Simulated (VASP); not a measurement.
# Si25C23 (a cell with a defect) in VASP: a series of runs

Runs on Si25C23 (a cell with a defect). Level: PBE. Tasks: single point.

All numbers are computed with VASP 6.6.1; they aren't measurements. Logs are shortened: lines on timing, memory, paths and dates and some standing lists are left out, and cuts for length are marked.

## (1) The cell of the first run

The cell holds a defect, 48 atoms: a = 7.999 Å, b = 7.999 Å, c = 7.999 Å, α = 84.05°, β = 84.05°, γ = 84.05°.

## (2) Single point, PBE

Input file INCAR:

```
SYSTEM = Si25C23
ALGO = Normal ; EDIFF = 1E-6
ENCUT = 520 ; GGA = PE
ISIF = 2 ; ISMEAR = 0
LASPH = .TRUE. ; LCHARG = .FALSE.
LREAL = Auto ; LWAVE = .FALSE.
NBANDS = 126 ; NELM = 60
PREC = Accurate ; SIGMA = 0.01
```

Input file KPOINTS:

```
Automatic mesh
0
Gamma
  2 2 2
  0.5 0.5 0.5
```

Input file POSCAR:

```
Si25C23
1.0
    3.0919365161      5.3553911397      5.0742922929
   -6.1838730322      0.0000000000      5.0742922929
    3.0919365161     -5.3553911397      5.0742922929
Si C
25 23
Direct
    0.3156375728      0.6489709061      0.4823042394
    0.6653598672      0.9986932005      0.8320265338
    0.5015177921      0.8334914164      0.1703040292
    0.5001580830      0.3369706959      0.6681844588
    0.3329420088      0.1678327238      1.0027257605
    0.6654426241      0.4991499726      0.3322680472
    1.0036373625      0.8348511255      0.6668247497
    0.8360590939      0.6662753421      1.0011660571
    0.1656013805      0.9987759574      0.3324833059
    0.8344993905      0.1693924272      0.4996086754
    0.1658166392      0.4989347139      0.8321092908
    0.9995318317      0.3328651650      0.1661984984
    0.5063224893      0.6509537490      0.8622737509
    0.8356390492      1.0012724399      0.1618319263
    0.6956070842      0.8396558226      0.4842870823
    0.6679391066      0.3284985930      1.0023057159
    0.4997045399      0.1667270533      0.3354616021
    0.8333937200      0.5021282688      0.6663712066
    0.1687949355      0.8330378732      1.0000603866
    0.9990509407      0.6644229031      0.3277289713
    0.3176204156      1.0289404175      0.6729891559
    0.9951652597      0.1689723826      0.8346057733
    0.3310895697      0.4943956379      0.1657176074
    0.1610623046      0.3323842741      0.4977562364
    0.4580463497      0.7913796831      0.6247130164
    0.7908156281      0.1241489614      0.9574822948
    0.6299026026      0.9632591196      0.2862575660
    0.6299257862      0.4529242327      0.7965692692
    0.4589878413      0.2898118528      0.1271476708
    0.7969676585      0.6209966393      0.4536309194
    0.1195908994      0.9632359359      0.7965924529
    0.9604810041      0.7923211746      0.1231451862
    0.2869642528      0.1303009918      0.4543299727
    0.9564785195      0.2938143375      0.6256545079
    0.2876633060      0.6202975861      0.9636343252
    0.1243753501      0.4577086835      0.2910420168
    0.2870275510      0.4506684014      0.6241375259
    0.6295118730      0.7921311107      0.9666609368
    0.4574708593      0.6203608843      0.2840017348
    0.4587977774      0.1333276035      0.7961785396
    0.2936357150      0.9580675042      0.1256927575
    0.6247341709      0.2923594242      0.4603023816
    0.9590260908      0.6269690483      0.7914008376
    0.7920990856      0.4574697818      0.1251054974
    0.1173350681      0.7908041926      0.4536942177
    0.7999942701      0.9628452063      0.6254644441
    0.1241364485      0.2917721641      0.9587657523
    0.9584388308      0.1254324190      0.2908031152
```

Potentials or basis: VASP PAW PBE potentials, release 64 (Si, C).

Command:

```console
$ cat potpaw_PBE.64/Si/POTCAR potpaw_PBE.64/C/POTCAR > POTCAR
$ mpirun -np 1 vasp_std > vasp.out
```

OUTCAR:

```text
SYSTEM = Si25C23
   EDIFF = 1E-6
   ENCUT = 520
   GGA = PE
   ISIF = 2
   ISMEAR = 0
   LASPH = .TRUE.
   LREAL = Auto
   NELM = 60
   PREC = Accurate

 ion  position               nearest neighbor table
   1  0.316  0.649  0.482-  39 1.87  45 1.87  37 1.87  25 2.17  24 2.92  23 2.92  20 2.92   4 3.09
                             3 3.09   7 3.09   6 3.10   9 3.10  11 3.10
   2  0.665  0.999  0.832-  46 1.91  40 1.91  38 1.91  26 1.91  14 3.09  16 3.09  22 3.09   8 3.11
                            10 3.11   5 3.11   7 3.11   4 3.11   3 3.11
   3  0.502  0.833  0.170-  38 1.87  41 1.90  39 1.90  27 1.90  13 2.99   6 3.08   1 3.09   9 3.09
                            17 3.09  15 3.09  14 3.10   5 3.11   8 3.11   2 3.11  19 3.11
   4  0.500  0.337  0.668-  40 1.87  42 1.90  37 1.90  28 1.90  21 2.99  11 3.08   1 3.09   6 3.09
                            18 3.09  13 3.09  16 3.10  10 3.11   5 3.11   2 3.11  17 3.11
   5  0.333  0.168  0.003-  40 1.87  29 1.89  41 1.89  47 1.90  21 2.98  23 3.04  12 3.08   9 3.08
                            16 3.09  11 3.09  17 3.10  19 3.11   2 3.11   3 3.11   4 3.11  22 3.14
   6  0.665  0.499  0.332-  39 1.89  44 1.89  42 1.89  30 1.90   3 3.08  10 3.08  17 3.09   4 3.09
                             8 3.09  16 3.09  12 3.09  20 3.09   1 3.10  23 3.11  18 3.12  15 3.14
   7  0.004  0.835  0.667-  46 1.87  43 1.90  45 1.90  31 1.90  15 2.99   9 3.08   1 3.09  11 3.09
                            19 3.09  21 3.09  22 3.10   8 3.11  10 3.11   2 3.11  18 3.11
   8  0.836  0.666  0.001-  38 1.87  32 1.89  43 1.89  44 1.90  13 2.98  20 3.04  12 3.08  11 3.08
                            14 3.09   6 3.09  19 3.10  18 3.11   2 3.11   7 3.11   3 3.11  16 3.14
   9  0.166  0.999  0.332-  45 1.89  48 1.89  41 1.89  33 1.90   7 3.08   5 3.08  19 3.09   3 3.09
                            10 3.09  14 3.09  12 3.09  24 3.09   1 3.10  20 3.11  17 3.12  21 3.14
  10  0.834  0.169  0.500-  46 1.87  34 1.89  42 1.89  48 1.90  15 2.98  24 3.04  12 3.08   6 3.08
                            22 3.09   9 3.09  18 3.10  17 3.11   2 3.11   4 3.11   7 3.11  14 3.14
  11  0.166  0.499  0.832-  37 1.89  47 1.89  43 1.89  35 1.90   4 3.08   8 3.08  18 3.09   7 3.09
[... 49 lines left out ...]
  47  0.124  0.292  0.959-  12 1.89  11 1.89   5 1.90  22 1.91
  48  0.958  0.125  0.291-  12 1.89   9 1.89  10 1.90  14 1.91

  LATTYP: Found a trigonal (rhomboedric) cell.
 ALAT       =     7.9992954660
 COS(alpha) =     0.1035854227

  Lattice vectors:

 A1 = (   3.0919365161,   5.3553911397,   5.0742922929)
 A2 = (  -6.1838730322,   0.0000000000,   5.0742922929)
 A3 = (   3.0919365161,  -5.3553911397,   5.0742922929)

Analysis of symmetry for initial positions (statically):
=====================================================================
 Subroutine PRICEL returns:
 Original cell was already a primitive cell.

 Routine SETGRP: Setting up the symmetry group for a
 trigonal (rhombohedral) supercell.

 Subroutine GETGRP returns: Found  3 space group operations
 (whereof  1 operations were pure point group operations)
 out of a pool of 12 trial point group operations.

The static configuration has the point symmetry C_1 .
 The point group associated with its full space group is C_3 .

Analysis of symmetry for dynamics (positions and initial velocities):
=====================================================================
 Subroutine PRICEL returns:
 Original cell was already a primitive cell.

 Routine SETGRP: Setting up the symmetry group for a
 trigonal (rhombohedral) supercell.

 Subroutine GETGRP returns: Found  3 space group operations
 (whereof  1 operations were pure point group operations)
 out of a pool of 12 trial point group operations.

The dynamic configuration has the point symmetry C_1 .
 The point group associated with its full space group is C_3 .

 Subroutine INISYM returns: Found  3 space group operations
 (whereof  1 operations are pure point group operations),
 and found     1 'primitive' translations

----------------------------------------------------------------------------------------

                                     Primitive cell

  volume of cell :     504.1369

  direct lattice vectors                    reciprocal lattice vectors
     3.091936516  5.355391140  5.074292293     0.053903651  0.093363862  0.065690606
    -6.183873032  0.000000000  5.074292293    -0.107807302  0.000000000  0.065690606
     3.091936516 -5.355391140  5.074292293     0.053903651 -0.093363862  0.065690606

  length of vectors
     7.999295466  7.999295466  7.999295466     0.126244485  0.126244485  0.126244485

  position of ions in fractional coordinates (direct lattice)
     0.315637573  0.648970906  0.482304239
     0.665359867  0.998693200  0.832026534
     0.501517792  0.833491416  0.170304029
     0.500158083  0.336970696  0.668184459
     0.332942009  0.167832724  0.002725760
     0.665442624  0.499149973  0.332268047
[... 108 lines left out ...]

[... 29 lines left out ...]
   LSORBIT =      F    spin-orbit coupling
   LASPH  =      T    aspherical Exc in radial PAW
   ENCUT  =  520.0 eV  38.22 Ry    6.18 a.u.  14.87 14.87 14.87*2*pi/ulx,y,z
   NELM   =     60;   NELMIN=  2; NELMDL= -5     # of ELM steps
   EDIFF  = 0.1E-05   stopping-criterion for ELM
   LREAL  =      T    real-space projection
   EDIFFG = 0.1E-04   stopping-criterion for IOM
   NSW    =      0    number of steps for IOM
   IBRION =     -1    ionic relax: 0-MD 1-quasi-New 2-CG
   NFREE  =      0    steps in history (QN), initial steepest desc. (CG)
   ISIF   =      2    stress and relaxation
   ISYM   =      2    0-nonsym 1-usesym 2-fastsym
   POTIM  = 0.5000    time-step for ionic-motion
   TEBEG  =    0.0;   TEEND  =   0.0 temperature during run
   PSTRESS=    0.0 pullay stress
   NELECT =     192.0000    total number of electrons
   NUPDOWN=      -1.0000    fix difference up-down
   EMIN   =  10.00;   EMAX   =-10.00  energy-range for DOS
   EFERMI =   0.00;   METHOD = LEGACY
   ISMEAR =     0;   SIGMA  =   0.01  broadening in eV -4-tet -1-fermi 0-gaus
   EFERMI_NEDOS =   21; number of points for ismear=-14 and -15
   IALGO  =     38    algorithm
   IMIX   =      4    mixing-type and parameters
     AMIX     =   0.40;   BMIX     =  1.00
     AMIX_MAG =   1.60;   BMIX_MAG =  1.00
  volume/ion in A,a.u.               =      10.50        70.88
  Fermi-wavevector in a.u.,A,eV,Ry     =   1.186658  2.242459 19.159157  1.408158
  Thomas-Fermi vector in A             =   2.322826
   LORBIT       =      0    0 simple, 1 ext, 2 COOP (PROOUT), +10 PAW based schemes
   GGA     = PE    functional components
   LHFCALC =     F    Hartree Fock is set to
   AEXX    =    0.0000 exact exchange contribution
   IVDW    =     0    specifies the selected vdW correction
   LEPSILON=     F    determine dielectric tensor
   LRPA    =     F    only Hartree local field effects (RPA)
 non-spin polarized calculation
 Gauss-broadening in eV      SIGMA  =   0.01
  energy-cutoff  :      520.00
  volume of cell :      504.14
 maximum number of plane-waves:     13583
   NGX = 29   NGY = 29   NGZ = 29

 number of electron     191.9999999 magnetization

 Free energy of the ion-electron system (eV)
  ---------------------------------------------------
  ext. energy  EPLUGINS =         0.00000000
  ---------------------------------------------------
  free energy    TOTEN  =      -353.54246979 eV

  energy without entropy =     -353.54246979  energy(sigma->0) =     -353.54246979

 E-fermi :   8.5151     XC(G=0): -11.3266

 val. band max:        8.4483432210   @ k =   0.2500   0.2500   0.2500
 cond. band min:      10.5922277933   @ k =   0.2500   0.2500   0.2500
 fundamental gap:      2.1438845723
 Fermi energy:         8.5150927395

 k-point     1 :       0.2500    0.2500    0.2500
  band No.  band energies     occupation
      1      -6.9578      2.00000
      2      -5.9255      2.00000
      3      -5.8236      2.00000
      4      -5.7669      2.00000
      5      -5.1695      2.00000
      6      -5.0658      2.00000
[... 100 lines left out ...]
    107      13.1741      0.00000
    108      13.2191      0.00000

 k-point     2 :      -0.2500    0.2500    0.2500
  band No.  band energies     occupation
      1      -6.8723      2.00000
      2      -6.1172      2.00000
      3      -5.9609      2.00000
      4      -5.8194      2.00000
      5      -5.3219      2.00000
      6      -4.9269      2.00000
[... 100 lines left out ...]
    107      12.4354      0.00000
    108      12.5125      0.00000
 [bands above 108 left out]

------------------------ aborting loop because EDIFF is reached ----------------------------------------

  FORCE on cell =-STRESS in cart. coord.  units (eV):
  Direction    XX          YY          ZZ          XY          YZ          ZX
  --------------------------------------------------------------------------------------
  -------------------------------------------------------------------------------------
  Total       20.4167139     20.4167139     22.5997757     -0.0000000      0.0000000     -0.0000000
  in kB       64.8855411     64.8855411     71.8234424     -0.0000000      0.0000000     -0.0000000
  external PRESSURE =      67.1981749 kB  Pullay stress =       0.0000000 kB

 VOLUME and BASIS-vectors are now :
 -----------------------------------------------------------------------------
  energy-cutoff  :      520.00
  volume of cell :      504.14
      direct lattice vectors                 reciprocal lattice vectors
     3.091936516  5.355391140  5.074292293     0.053903651  0.093363862  0.065690606
    -6.183873032  0.000000000  5.074292293    -0.107807302  0.000000000  0.065690606
     3.091936516 -5.355391140  5.074292293     0.053903651 -0.093363862  0.065690606

 POSITION                                       TOTAL-FORCE (eV/Angst)
 -----------------------------------------------------------------------------------
     -1.54597     -0.89257      7.34206         0.000000     -0.000000      0.004668
     -1.54597     -0.89257     12.66584         0.000000     -0.000000     -0.005961
     -3.07697      1.77378      7.63840         0.001290      0.000303      0.004916
      1.52866     -0.89985      7.63840        -0.000383     -0.001269      0.004916
      0.00001      1.76844      2.55491         0.001739     -0.002031      0.004468
     -0.00182      1.78428      7.59551        -0.001037      0.001289     -0.003737
[... 40 lines left out ...]
      1.54398     -4.46977      6.97550        -0.001785      0.005088     -0.002463
      3.08692      3.57545      6.97550         0.005299     -0.000998     -0.002463
 -----------------------------------------------------------------------------------
    total drift:                                0.000000      0.000000     -0.013446

  FREE ENERGIE OF THE ION-ELECTRON SYSTEM (eV)
  ---------------------------------------------------
  free  energy   TOTEN  =      -353.5424697882 eV

  energy  without entropy=     -353.5424697882  energy(sigma->0) =     -353.54246979
```

It took 3.4 min on 1 thread of Intel Xeon Platinum 8375C at 2.90GHz (Ice Lake), shared host; peak memory 0.49 GiB.

What came out:

- Free energy: -353.5425 eV
- Pressure: 6.7 GPa
- Largest force: 0.017 eV/Å
- Band gap on the k mesh: 2.14 eV

Forces on the atoms (eV/Å):
```
Si   0.000  0.000  0.005
Si   0.000  0.000 -0.006
Si   0.001  0.000  0.005
Si   0.000 -0.001  0.005
Si   0.002 -0.002  0.004
Si  -0.001  0.001 -0.004
Si  -0.001  0.001  0.005
Si   0.001  0.003  0.004
Si  -0.001 -0.002 -0.004
Si  -0.003  0.000  0.004
Si   0.002  0.000 -0.004
Si   0.000  0.000 -0.003
Si  -0.010  0.006 -0.002
Si  -0.004  0.003  0.000
Si   0.000 -0.012 -0.002
Si   0.004  0.002  0.000
Si   0.000 -0.004  0.003
Si  -0.004  0.002  0.003
Si   0.004  0.002  0.003
Si   0.000 -0.001  0.000
Si   0.010  0.006 -0.002
Si   0.000 -0.005  0.000
Si  -0.001  0.001  0.000
Si   0.001  0.000  0.000
Si   0.000  0.000  0.009
C    0.000  0.000  0.005
C    0.010 -0.013 -0.002
C   -0.017 -0.002 -0.002
C   -0.002 -0.002  0.001
C   -0.007 -0.010 -0.003
C    0.006  0.016 -0.002
C    0.002 -0.001  0.001
C    0.012 -0.001 -0.003
C    0.000  0.002  0.001
C   -0.005  0.011 -0.003
C    0.000  0.000  0.009
C   -0.001 -0.003  0.005
C    0.004 -0.002 -0.009
C    0.004  0.000  0.005
C   -0.004 -0.002 -0.009
C    0.005  0.002 -0.003
C   -0.001 -0.005 -0.003
C   -0.004  0.003 -0.003
C   -0.004 -0.004 -0.002
C   -0.002  0.003  0.005
C    0.000  0.005 -0.009
C   -0.002  0.005 -0.002
C    0.005 -0.001 -0.002
```

Stress tensor (GPa, compression positive):
```
6.49 0.00 0.00
0.00 6.49 0.00
0.00 0.00 7.18
```

Levels at points of the mesh, in eV from the valence-band top:
```csv
k point,band 94,band 95,band 96,band 97,band 98,band 99
"(0.25, 0.25, 0.25)",-0.52,-0.01,0.00,2.14,2.61,2.82
```

## (3) Single point, PBE, collinear spin

Input file INCAR:

```
ALGO = Normal
EDIFF = 1E-7
ENCUT = 520
GGA = PE
ISIF = 2
ISMEAR = 0
ISPIN = 2
LASPH = T
LCHARG = T
LELF = T
LORBIT = 11
LREAL = Auto
LVHAR = T
LWAVE = F
MAGMOM = 0.2 0 0 0 0 0 0 0 0 0 0 0 0.2 0 0.2 0 0 0 0 0 0.2 0 0 0 0.2 0 0 0 0 0 0 0 0 0 0 0 0 0 0 0 0 0 0 0 0 0 0 0
NBANDS = 130
NELECT = 193.0
NELM = 150
PREC = Accurate
SIGMA = 0.01
```

KPOINTS is that of step 2.

Input file POSCAR:

```
Si25C23
1.0
    3.0919365161      5.3553911397      5.0742922929
   -6.1838730322      0.0000000000      5.0742922929
    3.0919365161     -5.3553911397      5.0742922929
Si C
25 23
Direct
    0.3164773966      0.6498107300      0.4831440633
    0.6648565379      0.9981898712      0.8315232046
    0.5018389907      0.8331139730      0.1705084459
    0.4997806397      0.3371751126      0.6685056573
    0.3327939779      0.1682796866      1.0023693229
    0.6655686727      0.4994464066      0.3320655733
    1.0038417793      0.8351723240      0.6664473063
    0.8357026562      0.6661273113      1.0016130199
    0.1653989066      0.9989020060      0.3327797400
    0.8349463533      0.1690359896      0.4994606446
    0.1661130733      0.4987322399      0.8322353394
    0.9996779568      0.3330112901      0.1663446235
    0.5064595286      0.6496580452      0.8638440048
    0.8358732414      1.0011340531      0.1623041453
    0.6971773382      0.8397928619      0.4829913785
    0.6678007198      0.3289708119      1.0025399080
    0.4997268591      0.1667768421      0.3351521437
    0.8334435087      0.5018188104      0.6663935258
    0.1684854770      0.8330601924      1.0001101754
    0.9990188260      0.6652480407      0.3280873554
    0.3163247119      1.0305106715      0.6731261953
    0.9956374786      0.1692065747      0.8344673865
    0.3319147074      0.4947540221      0.1656854926
    0.1614206888      0.3323521593      0.4985813741
    0.4591525471      0.7924858804      0.6258192137
    0.7906789911      0.1240123244      0.9573456577
    0.6295142512      0.9633381450      0.2858304793
    0.6300048116      0.4524971459      0.7961809179
    0.4587481000      0.2896345341      0.1269224479
    0.7970027184      0.6204127908      0.4535560168
    0.1191638126      0.9628475846      0.7966714783
    0.9602557812      0.7920814333      0.1229678674
    0.2868893501      0.1303360517      0.4537461241
    0.9563012008      0.2935891145      0.6254147666
    0.2870794575      0.6202226834      0.9636693850
    0.1246063574      0.4579396907      0.2912730241
    0.2869289255      0.4507663088      0.6242538259
    0.6292454001      0.7915600447      0.9668758442
    0.4575871592      0.6202622588      0.2840996421
    0.4582267113      0.1335425109      0.7959120668
    0.2933413957      0.9578677327      0.1253522478
    0.6245343994      0.2920189145      0.4600080624
    0.9586855811      0.6266747291      0.7912010661
    0.7919117670      0.4571871797      0.1250319228
    0.1174329754      0.7909204925      0.4535955921
    0.8002091775      0.9625787335      0.6248933780
    0.1238538463      0.2916985895      0.9585784336
    0.9583652562      0.1252451003      0.2905205130
```

Potentials or basis: VASP PAW PBE potentials, release 64 (Si, C).

Command:

```console
$ cat potpaw_PBE.64/Si/POTCAR potpaw_PBE.64/C/POTCAR > POTCAR
$ mpirun -np 1 vasp_std > vasp.out
```

Wall time 16 min (1 thread of Oxide Virtual Turin-like, shared host); peak memory 0.68 GiB.

The run converged. Its results:

```
Free energy                                           : -342.7468 eV
Largest force                                         : 0.023 eV/Å
Net moment                                            : 0.00 μB per cell
Valence electrons inside the program's atomic spheres : Si 1.75, 1.65, 1.67, 1.68, 1.70, 2.02 (each value once); C 2.56, 2.55, 2.53, 2.54 (each value once)
```

Forces on the atoms (eV/Å):
```
Si   0.000  0.000  0.011
Si   0.000  0.000  0.007
Si  -0.002  0.003  0.015
Si   0.004  0.000  0.015
Si   0.002 -0.001  0.012
Si   0.006  0.000  0.005
Si  -0.002 -0.004  0.015
Si   0.000  0.002  0.012
Si  -0.003  0.006  0.005
Si  -0.002 -0.001  0.012
Si  -0.004 -0.005  0.005
Si   0.000  0.000  0.012
Si  -0.015  0.010  0.001
Si  -0.006  0.009  0.013
Si  -0.001 -0.018  0.001
Si   0.011  0.001  0.013
Si   0.003 -0.002  0.020
Si  -0.003 -0.002  0.020
Si   0.000  0.003  0.020
Si   0.006  0.004  0.012
Si   0.016  0.008  0.001
Si  -0.004 -0.010  0.013
Si   0.001 -0.007  0.012
Si  -0.007  0.003  0.012
Si   0.000  0.000  0.002
C    0.000  0.000 -0.004
C    0.010 -0.012 -0.017
C   -0.015 -0.003 -0.017
C   -0.003  0.000 -0.014
C   -0.011 -0.011 -0.010
C    0.005  0.015 -0.017
C    0.001 -0.002 -0.014
C    0.015 -0.004 -0.010
C    0.001  0.002 -0.014
C   -0.004  0.015 -0.010
C    0.000  0.000 -0.010
C    0.000  0.000 -0.007
C    0.010 -0.006 -0.013
C    0.000  0.000 -0.007
C   -0.011 -0.005 -0.013
C    0.001 -0.002 -0.011
C   -0.003  0.000 -0.011
C    0.001  0.002 -0.011
C   -0.007 -0.001 -0.012
C    0.000  0.000 -0.007
C    0.001  0.012 -0.013
C    0.003  0.006 -0.012
C    0.004 -0.006 -0.012
```

Levels at points of the mesh, in eV from the Fermi level:
Spin up:
```csv
k point,band 95,band 96,band 97,band 98,band 99,band 100
"(0.25, 0.25, 0.25)",-2.60,-2.60,-0.51,-0.05,0.20,0.20
```
Spin down:
```
           k point  band 94  band 95  band 96  band 97  band 98  band 99  band 100  band 101
(0.25, 0.25, 0.25)    -3.13    -2.60    -2.60    -0.51    -0.05     0.20      0.20      0.36
```

Caveat: the k points lie up to 0.40 Å⁻¹ apart; the cell carries a net charge on a neutralising background, which shifts energy and pressure; the cell is charged against a uniform background, so pressure and absolute levels hang on convention.
